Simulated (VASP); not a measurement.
# TiPb (Pm-3m) in VASP: notebook

The runs below take TiPb through single point, with PBEsol.

Program: VASP 6.6.1. These are calculated values, not measurements. Logs are shortened: lines on timing, memory, paths and dates and some standing lists are left out, and cuts for length are marked.

## (1) The cell of the first run

Symmetry: Pm-3m, No. 221, cubic system. The conventional cell has a = 3.447 Å, b = 3.447 Å, c = 3.447 Å, α = 90.00°, β = 90.00°, γ = 90.00°. Within 3.9 Å of Ti (site symmetry m-3m) lie 8 Pb at 2.99 Å and 6 Ti at 3.45 Å. Pb (site symmetry m-3m) has 8 Ti at 2.99 Å and 6 Pb at 3.45 Å within 3.9 Å.

## (2) Single point, PBEsol

INCAR reads:

```
PREC = Accurate
ENCUT = 520
EDIFF = 1E-6
ISMEAR = 0
SIGMA = 0.05
LREAL = F
LASPH = T
NELM = 100
ALGO = Normal
ISIF = 2
LWAVE = F
LCHARG = T
GGA = PS
LELF = T
LVHAR = T
NBANDS = 20
```

KPOINTS reads:

```
Automatic mesh
0
Gamma
  6 6 6
```

POSCAR reads:

```
TiPb
1.0
    3.4473731326      0.0000000000      0.0000000000
    0.0000000000      3.4473731326      0.0000000000
    0.0000000000      0.0000000000      3.4473731326
Ti Pb
1 1
Direct
    0.0000000000      0.0000000000      0.0000000000
    0.5000000000      0.5000000000      0.5000000000
```

Potentials or basis: VASP PAW PBE potentials, release 64 (Ti_sv, Pb_d).

On the command line:

```console
cat potpaw_PBE.64/Ti_sv/POTCAR potpaw_PBE.64/Pb_d/POTCAR > POTCAR
mpirun -np 1 vasp_std > vasp.out
```

OUTCAR:

```text
PREC = Accurate
   ENCUT = 520
   EDIFF = 1E-6
   ISMEAR = 0
   LREAL = F
   LASPH = T
   NELM = 100
   ISIF = 2
   GGA = PS

 ion  position               nearest neighbor table
   1  0.000  0.000  0.000-   2 2.99   2 2.99   2 2.99   2 2.99   2 2.99   2 2.99   2 2.99   2 2.99

   2  0.500  0.500  0.500-   1 2.99   1 2.99   1 2.99   1 2.99   1 2.99   1 2.99   1 2.99   1 2.99

  LATTYP: Found a simple cubic cell.
 ALAT       =     3.4473731326

  Lattice vectors:

 A1 = (   3.4473731326,   0.0000000000,   0.0000000000)
 A2 = (   0.0000000000,   3.4473731326,   0.0000000000)
 A3 = (   0.0000000000,   0.0000000000,   3.4473731326)

Analysis of symmetry for initial positions (statically):
=====================================================================
 Subroutine PRICEL returns:
 Original cell was already a primitive cell.

 Routine SETGRP: Setting up the symmetry group for a
 simple cubic supercell.

 Subroutine GETGRP returns: Found 48 space group operations
 (whereof 48 operations were pure point group operations)
 out of a pool of 48 trial point group operations.

The static configuration has the point symmetry O_h .

Analysis of symmetry for dynamics (positions and initial velocities):
=====================================================================
 Subroutine PRICEL returns:
 Original cell was already a primitive cell.

 Routine SETGRP: Setting up the symmetry group for a
 simple cubic supercell.

 Subroutine GETGRP returns: Found 48 space group operations
 (whereof 48 operations were pure point group operations)
 out of a pool of 48 trial point group operations.

The dynamic configuration has the point symmetry O_h .

 Subroutine INISYM returns: Found 48 space group operations
 (whereof 48 operations are pure point group operations),
 and found     1 'primitive' translations

----------------------------------------------------------------------------------------

                                     Primitive cell

  volume of cell :      40.9699

  direct lattice vectors                    reciprocal lattice vectors
     3.447373133  0.000000000  0.000000000     0.290075939  0.000000000  0.000000000
     0.000000000  3.447373133  0.000000000     0.000000000  0.290075939  0.000000000
[... 74 lines left out ...]
   ISPIN  =      1    spin polarized calculation?
   LNONCOLLINEAR =      F non collinear calculations
   LSORBIT =      F    spin-orbit coupling
   LASPH  =      T    aspherical Exc in radial PAW
   ENCUT  =  520.0 eV  38.22 Ry    6.18 a.u.   6.41  6.41  6.41*2*pi/ulx,y,z
   NELM   =    100;   NELMIN=  2; NELMDL= -5     # of ELM steps
   EDIFF  = 0.1E-05   stopping-criterion for ELM
   LREAL  =      F    real-space projection
   EDIFFG = 0.1E-04   stopping-criterion for IOM
   NSW    =      0    number of steps for IOM
   IBRION =     -1    ionic relax: 0-MD 1-quasi-New 2-CG
   NFREE  =      0    steps in history (QN), initial steepest desc. (CG)
   ISIF   =      2    stress and relaxation
   ISYM   =      2    0-nonsym 1-usesym 2-fastsym
   POTIM  = 0.5000    time-step for ionic-motion
   TEBEG  =    0.0;   TEEND  =   0.0 temperature during run
   PSTRESS=    0.0 pullay stress
   NELECT =      26.0000    total number of electrons
   NUPDOWN=      -1.0000    fix difference up-down
   EMIN   =  10.00;   EMAX   =-10.00  energy-range for DOS
   EFERMI =   0.00;   METHOD = LEGACY
   ISMEAR =     0;   SIGMA  =   0.05  broadening in eV -4-tet -1-fermi 0-gaus
   EFERMI_NEDOS =   21; number of points for ismear=-14 and -15
   IALGO  =     38    algorithm
   IMIX   =      4    mixing-type and parameters
     AMIX     =   0.40;   BMIX     =  1.00
     AMIX_MAG =   1.60;   BMIX_MAG =  1.00
  volume/ion in A,a.u.               =      20.48       138.24
  Fermi-wavevector in a.u.,A,eV,Ry     =   1.406839  2.658540 26.928586  1.979195
  Thomas-Fermi vector in A             =   2.529159
   LORBIT       =      0    0 simple, 1 ext, 2 COOP (PROOUT), +10 PAW based schemes
   GGA     = PS    functional components
   LHFCALC =     F    Hartree Fock is set to
   AEXX    =    0.0000 exact exchange contribution
   IVDW    =     0    specifies the selected vdW correction
   LEPSILON=     F    determine dielectric tensor
   LRPA    =     F    only Hartree local field effects (RPA)
 non-spin polarized calculation
 Gauss-broadening in eV      SIGMA  =   0.05
  energy-cutoff  :      520.00
  volume of cell :       40.97
 maximum number of plane-waves:      1141
 NGX is ok and might be reduce to    28
   NGX = 13   NGY = 13   NGZ = 13

 number of electron      25.9999988 magnetization

 Free energy of the ion-electron system (eV)
  ---------------------------------------------------
  ext. energy  EPLUGINS =         0.00000000
  ---------------------------------------------------
  free energy    TOTEN  =       -12.01857643 eV

  energy without entropy =      -12.00911384  energy(sigma->0) =      -12.01384514

 E-fermi :   9.3474     XC(G=0): -11.6251

 val. band max:        9.3276861668   @ k =   0.5000   0.3333   0.1667
 cond. band min:       9.3533981914   @ k =   0.1667   0.1667   0.0000
 fundamental gap:      0.0257120246
 Fermi energy:         9.3473625110

 k-point     1 :       0.0000    0.0000    0.0000
  band No.  band energies     occupation
      1     -47.4633      2.00000
      2     -23.8129      2.00000
      3     -23.8129      2.00000
      4     -23.8129      2.00000
      5      -7.5193      2.00000
      6      -7.5193      2.00000
[... 449 lines left out ...]
     19      14.1317      0.00000
     20      14.1317      0.00000

------------------------ aborting loop because EDIFF is reached ----------------------------------------

  FORCE on cell =-STRESS in cart. coord.  units (eV):
  Direction    XX          YY          ZZ          XY          YZ          ZX
  --------------------------------------------------------------------------------------
  -------------------------------------------------------------------------------------
  Total       -0.0069930     -0.0069930     -0.0069930      0.0000000     -0.0000000      0.0000000
  in kB       -0.2734692     -0.2734692     -0.2734692      0.0000000     -0.0000000      0.0000000
  external PRESSURE =      -0.2734692 kB  Pullay stress =       0.0000000 kB

 VOLUME and BASIS-vectors are now :
 -----------------------------------------------------------------------------
  energy-cutoff  :      520.00
  volume of cell :       40.97
      direct lattice vectors                 reciprocal lattice vectors
     3.447373133  0.000000000  0.000000000     0.290075939  0.000000000  0.000000000
     0.000000000  3.447373133  0.000000000     0.000000000  0.290075939  0.000000000
     0.000000000  0.000000000  3.447373133     0.000000000  0.000000000  0.290075939

 POSITION                                       TOTAL-FORCE (eV/Angst)
 -----------------------------------------------------------------------------------
      0.00000      0.00000      0.00000         0.000000      0.000000      0.000000
      1.72369      1.72369      1.72369         0.000000      0.000000      0.000000
 -----------------------------------------------------------------------------------
    total drift:                                0.000000      0.000000      0.000000

  FREE ENERGIE OF THE ION-ELECTRON SYSTEM (eV)
  ---------------------------------------------------
  free  energy   TOTEN  =       -12.0185764340 eV

  energy  without entropy=      -12.0091138397  energy(sigma->0) =      -12.01384514
```

OSZICAR:

```text
N       E                     dE             d eps       ncg     rms          rms(c)
DAV:   1     0.272617792841E+03    0.27262E+03   -0.13322E+04   800   0.166E+03
DAV:   2     0.490843831491E+01   -0.26771E+03   -0.26207E+03   808   0.429E+02
DAV:   3    -0.128283951771E+02   -0.17737E+02   -0.17440E+02  1096   0.124E+02
DAV:   4    -0.136280511591E+02   -0.79966E+00   -0.79303E+00  1196   0.216E+01
DAV:   5    -0.136466338484E+02   -0.18583E-01   -0.18580E-01  1056   0.312E+00    0.874E+00
DAV:   6    -0.122286884003E+02    0.14179E+01   -0.76591E+00   888   0.239E+01    0.306E+00
DAV:   7    -0.120396864718E+02    0.18900E+00   -0.13047E+00   912   0.118E+01    0.149E+00
DAV:   8    -0.120210562137E+02    0.18630E-01   -0.13374E-01  1004   0.376E+00    0.581E-01
DAV:   9    -0.120190915597E+02    0.19647E-02   -0.32214E-02   980   0.195E+00    0.242E-01
DAV:  10    -0.120185421232E+02    0.54944E-03   -0.33340E-03  1040   0.542E-01    0.252E-02
DAV:  11    -0.120185709756E+02   -0.28852E-04   -0.27723E-04  1048   0.120E-01    0.211E-02
DAV:  12    -0.120185770924E+02   -0.61167E-05   -0.15420E-05  1024   0.298E-02    0.840E-03
DAV:  13    -0.120185760120E+02    0.10803E-05   -0.62398E-06  1052   0.195E-02    0.437E-03
DAV:  14    -0.120185764340E+02   -0.42196E-06   -0.44394E-07   504   0.726E-03
   1 F= -.12018576E+02 E0= -.12013845E+02  d E =-.946259E-02
```

It took 7.8 s on 1 thread of Intel Xeon 6975P-C (Granite Rapids), shared host; peak memory 0.16 GiB.

What came out:

| Item | Value |
| --- | --- |
| Free energy | -12.0186 eV |
| Pressure | 0.0 GPa |
| Band gap on the k mesh | zero (bands 13 and 14 overlap by 1.77 eV) |

Levels at points of the mesh, in eV from the Fermi level:
| k point | band 10 | band 11 | band 12 | band 13 | band 14 | band 15 | band 16 | band 17 |
| --- | --- | --- | --- | --- | --- | --- | --- | --- |
| (0.00, 0.00, 0.00) | -11.60 | -0.68 | -0.68 | 1.49 | 1.49 | 1.49 | 2.47 | 2.47 |
| (0.50, 0.00, 0.00) | -9.41 | -5.58 | -0.57 | -0.28 | -0.28 | 1.41 | 2.17 | 7.29 |
| (0.50, 0.50, 0.00) | -8.13 | -3.13 | -3.13 | -0.78 | 0.90 | 0.90 | 2.10 | 2.26 |
| (0.50, 0.50, 0.50) | -5.80 | -3.32 | -3.32 | -3.32 | 2.15 | 2.15 | 3.31 | 3.31 |

Caveat: the PAW data sets were made with another functional, which shifts forces and pressure a little; spin-orbit coupling is left out, which moves the levels of the heavy elements.

## (3) Single point, PBEsol (19.09 Å³/atom)

This run uses another cell than the first one, of 19.09 Å³/atom.

INCAR reads:

```
PREC = Accurate ; ENCUT = 520
EDIFF = 1E-7 ; ISMEAR = -1
SIGMA = 0.15 ; LREAL = F
LASPH = T ; NELM = 100
ALGO = Normal ; ISIF = 2
LWAVE = F ; LCHARG = F
GGA = PS ; NBANDS = 20
```

KPOINTS reads:

```
regular mesh
0
Gamma
  12 12 12
```

POSCAR reads:

```
TiPb
1.0
    3.3674000000      0.0000000000      0.0000000000
    0.0000000000      3.3674000000      0.0000000000
    0.0000000000      0.0000000000      3.3674000000
Ti Pb
1 1
Direct
    0.0000000000      0.0000000000      0.0000000000
    0.5000000000      0.5000000000      0.5000000000
```

Potentials or basis: VASP PAW PBE potentials, release 64 (Ti_sv, Pb_d).

On the command line:

```console
cat potpaw_PBE.64/Ti_sv/POTCAR potpaw_PBE.64/Pb_d/POTCAR > POTCAR
mpirun -np 1 vasp_std > vasp.out
```

Wall time 27 s (1 thread of Intel Xeon 6975P-C (Granite Rapids), shared host); peak memory 0.2 GiB.

It converged, with:

* Free energy: -12.0597 eV
* Pressure: 7.6 GPa
* Band gap on the k mesh: zero (bands 13 and 14 overlap by 1.98 eV)

Levels at points of the mesh, in eV from the Fermi level:
```
           k point  band 9  band 10  band 11  band 12  band 13  band 14  band 15  band 16  band 17  band 18
(0.00, 0.00, 0.00)  -16.75   -12.16    -0.81    -0.81     1.61     1.61     1.61     2.56     2.56     2.56
(0.50, 0.00, 0.00)  -16.73    -9.72    -5.98    -0.74    -0.38    -0.38     1.49     2.36     7.85     7.85
(0.50, 0.50, 0.00)  -16.51    -8.37    -3.39    -3.39    -0.85     0.96     0.96     2.27     2.58     4.26
(0.50, 0.50, 0.50)  -16.50    -5.71    -3.68    -3.68    -3.68     2.33     2.33     3.50     3.50     3.50
```

Caveat: the cell stands under pressure; the PAW data sets were made with another functional, which shifts forces and pressure a little; spin-orbit coupling is left out, which moves the levels of the heavy elements.
